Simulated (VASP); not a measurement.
# CaSe (rocksalt type) (Fm-3m) in VASP: notebook

The runs below take CaSe (rocksalt type) through single point, with PBE.

Program: VASP 6.6.1. These are calculated values, not measurements. Logs are shortened: lines on timing, memory, paths and dates and some standing lists are left out, and cuts for length are marked.

## Step 1: The cell of the first run

It takes space group Fm-3m (No. 225, cubic). The conventional cell has a = 5.644 Å, b = 5.644 Å, c = 5.644 Å, α = 90.00°, β = 90.00°, γ = 90.00°. Ca (site symmetry m-3m) has 6 Se at 2.82 Å within 3.7 Å. Se (site symmetry m-3m) has 6 Ca at 2.82 Å within 3.7 Å.

## Step 2: Single point, PBE (22.47 Å³/atom)

Contents of INCAR:

```
ALGO = Normal
EDIFF = 1E-6
ENCUT = 520
GGA = PE
ISIF = 2
ISMEAR = -1
LASPH = True
LCHARG = False
LREAL = False
LWAVE = False
NBANDS = 15
NELM = 100
PREC = Accurate
SIGMA = 0.08
```

Contents of KPOINTS:

```
k-points
0
Gamma
  12 12 12
```

Contents of POSCAR:

```
CaSe
1.0
    0.0000000000      2.8218793405      2.8218793405
    2.8218793405      0.0000000000      2.8218793405
    2.8218793405      2.8218793405      0.0000000000
Ca Se
1 1
Direct
    0.0000000000      0.0000000000      0.0000000000
    0.5000000000      0.5000000000      0.5000000000
```

Potentials or basis: VASP PAW PBE potentials, release 64 (Ca_sv, Se).

Run with:

```sh
$ cat potpaw_PBE.64/Ca_sv/POTCAR potpaw_PBE.64/Se/POTCAR > POTCAR
$ mpirun -np 1 vasp_std > vasp.out
```

OUTCAR:

```text
EDIFF = 1E-6
   ENCUT = 520
   GGA = PE
   ISIF = 2
   ISMEAR = -1
   LASPH = True
   LREAL = False
   NELM = 100
   PREC = Accurate

 ion  position               nearest neighbor table
   1  0.000  0.000  0.000-   2 2.82   2 2.82   2 2.82   2 2.82   2 2.82   2 2.82
   2  0.500  0.500  0.500-   1 2.82   1 2.82   1 2.82   1 2.82   1 2.82   1 2.82

  LATTYP: Found a face centered cubic cell.
 ALAT       =     5.6437586810

  Lattice vectors:

 A1 = (   0.0000000000,   2.8218793405,   2.8218793405)
 A2 = (   2.8218793405,   0.0000000000,   2.8218793405)
 A3 = (   2.8218793405,   2.8218793405,   0.0000000000)

Analysis of symmetry for initial positions (statically):
=====================================================================
 Subroutine PRICEL returns:
 Original cell was already a primitive cell.

 Routine SETGRP: Setting up the symmetry group for a
 face centered cubic supercell.

 Subroutine GETGRP returns: Found 48 space group operations
 (whereof 48 operations were pure point group operations)
 out of a pool of 48 trial point group operations.

The static configuration has the point symmetry O_h .

Analysis of symmetry for dynamics (positions and initial velocities):
=====================================================================
 Subroutine PRICEL returns:
 Original cell was already a primitive cell.

 Routine SETGRP: Setting up the symmetry group for a
 face centered cubic supercell.

 Subroutine GETGRP returns: Found 48 space group operations
 (whereof 48 operations were pure point group operations)
 out of a pool of 48 trial point group operations.

The dynamic configuration has the point symmetry O_h .

 Subroutine INISYM returns: Found 48 space group operations
 (whereof 48 operations are pure point group operations),
 and found     1 'primitive' translations

----------------------------------------------------------------------------------------

                                     Primitive cell

  volume of cell :      44.9413

  direct lattice vectors                    reciprocal lattice vectors
     0.000000000  2.821879341  2.821879341    -0.177186881  0.177186881  0.177186881
     2.821879341  0.000000000  2.821879341     0.177186881 -0.177186881  0.177186881
     2.821879341  2.821879341  0.000000000     0.177186881  0.177186881 -0.177186881

  length of vectors
     3.990740035  3.990740035  3.990740035     0.306896681  0.306896681  0.306896681

  position of ions in fractional coordinates (direct lattice)
     0.000000000  0.000000000  0.000000000
     0.500000000  0.500000000  0.500000000

  ion indices of the primitive-cell ions
   primitive index   ion index
                 1           1
                 2           2

----------------------------------------------------------------------------------------

 KPOINTS: k-points

Automatic generation of k-mesh.
 Grid dimensions read from file:
 generate k-points for:   12   12   12

 Generating k-lattice:

  Cartesian coordinates                     Fractional coordinates (reciprocal lattice)
    -0.014765573  0.014765573  0.014765573     0.083333333  0.000000000  0.000000000
     0.014765573 -0.014765573  0.014765573     0.000000000  0.083333333  0.000000000
     0.014765573  0.014765573 -0.014765573     0.000000000  0.000000000  0.083333333

  Length of vectors
     0.025574723  0.025574723  0.025574723

  Shift w.r.t. Gamma in fractional coordinates (k-lattice)
     0.000000000  0.000000000  0.000000000

 Subroutine IBZKPT returns following result:
 ===========================================

 Found     72 irreducible k-points:

 Following reciprocal coordinates:
            Coordinates               Weight
  0.000000  0.000000  0.000000      1.000000
  0.083333  0.000000  0.000000      8.000000
  0.166667  0.000000  0.000000      8.000000
  0.250000  0.000000  0.000000      8.000000
  0.333333  0.000000  0.000000      8.000000
  0.416667  0.000000  0.000000      8.000000
[... 16 lines left out ...]
  0.500000  0.166667  0.000000     24.000000
 -0.416667  0.166667  0.000000     24.000000
 [... further k-points ...]
   k-points           NKPTS =     72   k-points in BZ     NKDIM =     72   number of bands    NBANDS=     15
   number of dos      NEDOS =    301   number of ions     NIONS =      2
   total plane-waves  NPLWV =  27000
   dimension x,y,z NGX =    30 NGY =   30 NGZ =   30
   dimension x,y,z NGXF=    60 NGYF=   60 NGZF=   60
   ions per type =               1   1
   NGX,Y,Z   is equivalent  to a cutoff of  12.50, 12.50, 12.50 a.u.
   NGXF,Y,Z  is equivalent  to a cutoff of  24.99, 24.99, 24.99 a.u.
 SYSTEM =  unknown system
   PREC   = accura    normal or accurate (medium, high low for compatibility)
   ISTART =      0    job   : 0-new  1-cont  2-samecut
   ICHARG =      2    charge: 1-file 2-atom 10-const
   ISPIN  =      1    spin polarized calculation?
   LNONCOLLINEAR =      F non collinear calculations
   LSORBIT =      F    spin-orbit coupling
   LASPH  =      T    aspherical Exc in radial PAW
   ENCUT  =  520.0 eV  38.22 Ry    6.18 a.u.   7.42  7.42  7.42*2*pi/ulx,y,z
   NELM   =    100;   NELMIN=  2; NELMDL= -5     # of ELM steps
   EDIFF  = 0.1E-05   stopping-criterion for ELM
   LREAL  =      F    real-space projection
   EDIFFG = 0.1E-04   stopping-criterion for IOM
   NSW    =      0    number of steps for IOM
   IBRION =     -1    ionic relax: 0-MD 1-quasi-New 2-CG
   NFREE  =      0    steps in history (QN), initial steepest desc. (CG)
   ISIF   =      2    stress and relaxation
   ISYM   =      2    0-nonsym 1-usesym 2-fastsym
   POTIM  = 0.5000    time-step for ionic-motion
   TEBEG  =    0.0;   TEEND  =   0.0 temperature during run
   PSTRESS=    0.0 pullay stress
   NELECT =      16.0000    total number of electrons
   NUPDOWN=      -1.0000    fix difference up-down
   EMIN   =  10.00;   EMAX   =-10.00  energy-range for DOS
   EFERMI =   0.00;   METHOD = LEGACY
   ISMEAR =    -1;   SIGMA  =   0.08  broadening in eV -4-tet -1-fermi 0-gaus
   EFERMI_NEDOS =   21; number of points for ismear=-14 and -15
   IALGO  =     38    algorithm
   IMIX   =      4    mixing-type and parameters
     AMIX     =   0.40;   BMIX     =  1.00
     AMIX_MAG =   1.60;   BMIX_MAG =  1.00
  volume/ion in A,a.u.               =      22.47       151.64
  Fermi-wavevector in a.u.,A,eV,Ry     =   1.160290  2.192629 18.317141  1.346272
  Thomas-Fermi vector in A             =   2.296874
   LORBIT       =      0    0 simple, 1 ext, 2 COOP (PROOUT), +10 PAW based schemes
   GGA     = PE    functional components
   LHFCALC =     F    Hartree Fock is set to
   AEXX    =    0.0000 exact exchange contribution
   IVDW    =     0    specifies the selected vdW correction
   LEPSILON=     F    determine dielectric tensor
   LRPA    =     F    only Hartree local field effects (RPA)
 non-spin polarized calculation
  energy-cutoff  :      520.00
  volume of cell :       44.94
 maximum number of plane-waves:      1243
 NGX is ok and might be reduce to    30
   NGX = 15   NGY = 15   NGZ = 15

 number of electron      16.0000000 magnetization

 Free energy of the ion-electron system (eV)
  ---------------------------------------------------
  ext. energy  EPLUGINS =         0.00000000
  ---------------------------------------------------
  free energy    TOTEN  =        -9.23921904 eV

  energy without entropy =       -9.23921839  energy(sigma->0) =       -9.23921871

 E-fermi :   4.3280     XC(G=0):  -9.7679

 val. band max:        3.5094047303   @ k =   0.0000   0.0000   0.0000
 cond. band min:       5.1228664859   @ k =   0.5000   0.5000   0.0000
 fundamental gap:      1.6134617556
 Fermi energy:         4.3279885801

 k-point     1 :       0.0000    0.0000    0.0000
  band No.  band energies     occupation
      1     -35.8521      2.00000
      2     -16.8728      2.00000
      3     -16.8728      2.00000
      4     -16.8728      2.00000
      5      -8.8355      2.00000
      6       3.5094      1.99993
      7       3.5094      1.99993
      8       3.5094      1.99993
      9       7.1058      0.00000
     10       7.1058      0.00000
     11       7.1058      0.00000
     12       7.6766      0.00000
     13       7.8257      0.00000
     14       7.8257      0.00000
     15      13.3767      0.00000

 k-point     2 :       0.0833    0.0000    0.0000
  band No.  band energies     occupation
      1     -35.8511      2.00000
      2     -16.8885      2.00000
      3     -16.8736      2.00000
      4     -16.8736      2.00000
      5      -8.7748      2.00000
      6       3.0664      2.00000
      7       3.3514      1.99999
      8       3.3514      1.99999
      9       7.1504      0.00000
     10       7.2276      0.00000
     11       7.2276      0.00000
     12       8.0656      0.00000
     13       8.0656      0.00000
     14       8.1169      0.00000
     15      13.5774      0.00000

 k-point     3 :       0.1667    0.0000    0.0000
  band No.  band energies     occupation
      1     -35.8484      2.00000
      2     -16.9309      2.00000
      3     -16.8759      2.00000
      4     -16.8759      2.00000
      5      -8.6046      2.00000
      6       2.1448      2.00000
      7       2.9871      2.00000
      8       2.9871      2.00000
      9       7.1840      0.00000
     10       7.5365      0.00000
     11       7.5365      0.00000
     12       8.7152      0.00000
     13       8.7152      0.00000
     14       9.1402      0.00000
     15      13.8355      0.00000

 k-point     4 :       0.2500    0.0000    0.0000
  band No.  band energies     occupation
      1     -35.8448      2.00000
      2     -16.9875      2.00000
      3     -16.8790      2.00000
      4     -16.8790      2.00000
      5      -8.3603      2.00000
      6       1.1831      2.00000
      7       2.5877      2.00000
      8       2.5877      2.00000
      9       7.2946      0.00000
     10       7.9855      0.00000
     11       7.9855      0.00000
     12       9.5928      0.00000
     13       9.5928      0.00000
     14      10.1025      0.00000
     15      13.6686      0.00000
[... 307 lines left out ...]
 k-point    22 :       0.4167    0.1667    0.0000
  band No.  band energies     occupation
      1     -35.8381      2.00000
      2     -17.0410      2.00000
      3     -16.9037      2.00000
      4     -16.8996      2.00000
      5      -8.0166      2.00000
      6       0.3279      2.00000
      7       1.9028      2.00000
      8       2.2688      2.00000
      9       7.0183      0.00000
     10       9.2158      0.00000
     11       9.2563      0.00000
     12       9.8815      0.00000
     13       9.8935      0.00000
     14      11.7957      0.00000
     15      12.3710      0.00000

 k-point    23 :       0.5000    0.1667    0.0000
  band No.  band energies     occupation
      1     -35.8362      2.00000
      2     -17.0646      2.00000
      3     -16.9122      2.00000
      4     -16.8973      2.00000
      5      -7.8833      2.00000
      6       0.0411      2.00000
      7       1.6978      2.00000
      8       2.0774      2.00000
      9       7.5931      0.00000
     10       9.3631      0.00000
     11       9.4658      0.00000
     12       9.7906      0.00000
     13      10.4464      0.00000
     14      11.5359      0.00000
     15      12.4102      0.00000

 k-point    24 :      -0.4167    0.1667    0.0000
  band No.  band energies     occupation
      1     -35.8359      2.00000
      2     -17.0679      2.00000
      3     -16.9190      2.00000
      4     -16.8921      2.00000
      5      -7.8534      2.00000
      6      -0.0183      2.00000
      7       1.6709      2.00000
      8       1.9952      2.00000
      9       8.2165      0.00000
     10       8.8662      0.00000
     11       9.1744      0.00000
     12      10.0614      0.00000
     13      10.6770      0.00000
     14      11.2544      0.00000
     15      12.9786      0.00000

 [... further k-points ...]
[... 5 lines left out ...]
  --------------------------------------------------------------------------------------
  -------------------------------------------------------------------------------------
  Total        3.1307288      3.1307288      3.1307288      0.0000000      0.0000000     -0.0000000
  in kB      111.6119553    111.6119553    111.6119553      0.0000000      0.0000000     -0.0000000
  external PRESSURE =     111.6119553 kB  Pullay stress =       0.0000000 kB

 VOLUME and BASIS-vectors are now :
 -----------------------------------------------------------------------------
  energy-cutoff  :      520.00
  volume of cell :       44.94
      direct lattice vectors                 reciprocal lattice vectors
     0.000000000  2.821879341  2.821879341    -0.177186881  0.177186881  0.177186881
     2.821879341  0.000000000  2.821879341     0.177186881 -0.177186881  0.177186881
     2.821879341  2.821879341  0.000000000     0.177186881  0.177186881 -0.177186881

 POSITION                                       TOTAL-FORCE (eV/Angst)
 -----------------------------------------------------------------------------------
      0.00000      0.00000      0.00000         0.000000     -0.000000      0.000000
      2.82188      2.82188      2.82188        -0.000000      0.000000     -0.000000
 -----------------------------------------------------------------------------------
    total drift:                               -0.000000      0.000000      0.000000

  FREE ENERGIE OF THE ION-ELECTRON SYSTEM (eV)
  ---------------------------------------------------
  free  energy   TOTEN  =        -9.2392190353 eV

  energy  without entropy=       -9.2392183907  energy(sigma->0) =       -9.23921871
```

Wall time 35 s (1 thread of AMD EPYC 7R13 (Zen 3), shared host); peak memory 0.17 GiB.

Results:

* Free energy: -9.2392 eV
* Pressure: 11.2 GPa
* Band gap on the k mesh: 1.61 eV (least direct gap 2.68 eV)

Caveat: the cell stands under pressure. A k mesh can miss the band edges.

## Step 3: Single point, PBE (22.47 Å³/atom)

Contents of INCAR:

```
SYSTEM = CaSe
  PREC = Accurate
  ENCUT = 520
  EDIFF = 1E-7
  ISMEAR = -1
  SIGMA = 0.08
  LREAL = .FALSE.
  LASPH = .TRUE.
  NELM = 80
  ALGO = Normal
  ISIF = 2
  LWAVE = .FALSE.
  LCHARG = .TRUE.
  GGA = PE
  LELF = .TRUE.
  LVHAR = .TRUE.
  NBANDS = 15
```

Contents of KPOINTS:

```
regular mesh
0
G
  12 12 12
  0 0 0
```

POSCAR is that of step 2.

Potentials or basis: VASP PAW PBE potentials, release 64 (Ca_sv, Se).

Run with:

```sh
$ cat potpaw_PBE.64/Ca_sv/POTCAR potpaw_PBE.64/Se/POTCAR > POTCAR
$ mpirun -np 1 vasp_std > vasp.out
```

Wall time 44 s (1 thread of AMD EPYC 7R13 (Zen 3), shared host); peak memory 0.17 GiB.

Results (log left out):

```
Free energy            : -9.2392 eV
Pressure               : 11.2 GPa
Band gap on the k mesh : 1.61 eV (least direct gap 2.68 eV)
```

Levels at points of the mesh, in eV from the valence-band top:
| k point | band 4 | band 5 | band 6 | band 7 | band 8 | band 9 | band 10 | band 11 | band 12 | band 13 |
| --- | --- | --- | --- | --- | --- | --- | --- | --- | --- | --- |
| (0.00, 0.00, 0.00) | -20.38 | -12.34 | 0.00 | 0.00 | 0.00 | 3.60 | 3.60 | 3.60 | 4.17 | 4.32 |
| (0.50, 0.00, 0.00) | -20.39 | -11.32 | -3.87 | -1.54 | -1.54 | 4.73 | 5.83 | 5.83 | 5.86 | 8.38 |
| (0.50, 0.50, 0.00) | -20.44 | -11.59 | -2.89 | -1.07 | -1.07 | 1.61 | 5.25 | 5.69 | 6.48 | 6.48 |

Caveat: the cell stands under pressure. A k mesh can miss the band edges.
